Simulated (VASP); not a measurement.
Wanted: the native input for a VASP 6.6.1 run.

| Property | Result |
| --- | --- |
| Task | single point |
| Functional | PBEsol |
| Potentials or basis | VASP PAW PBE potentials, release 64 (B, As) |
| Cutoff | 520 eV |
| k mesh | 10 × 10 × 10 |
| Occupations | fermi-dirac, width 0.02 eV |
| Spin | no spin polarisation |
| Dipole correction | no |
| Further INCAR settings | ALGO = Normal; EDIFF = 1e-07; NBANDS = 11 |

The structure of BAs lies in POSCAR:

```
BAs
1.0
    0.0000000000      2.3838665780      2.3838665780
    2.3838665780      0.0000000000      2.3838665780
    2.3838665780      2.3838665780      0.0000000000
B As
1 1
Direct
    0.0000000000      0.0000000000      0.0000000000
    0.2500000000      0.2500000000      0.2500000000
```

These files were run (other wordings do the same):

INCAR

```
PREC = Accurate ; ENCUT = 520
EDIFF = 1E-7 ; ISMEAR = -1
SIGMA = 0.02 ; LREAL = F
LASPH = T ; NELM = 80
ALGO = Normal ; ISIF = 2
LWAVE = F ; LCHARG = F
GGA = PS ; NBANDS = 11
```

KPOINTS

```
regular mesh
0
Gamma
  10 10 10
```

Potentials or basis: VASP PAW PBE potentials, release 64 (B, As).

Run with:

```bash
$ cat potpaw_PBE.64/B/POTCAR potpaw_PBE.64/As/POTCAR > POTCAR
$ mpirun -np 1 vasp_std > vasp.out
```

It gave:

```
Pressure               : 0.9 GPa
Band gap on the k mesh : 1.07 eV, indirect (least direct gap 3.25 eV)
```

Caveat: the PAW data sets were made with another functional, which shifts forces and pressure a little.

Run time: 20 s on 1 thread of AMD EPYC 7R13, on a shared host, peak memory 0.13 GiB.
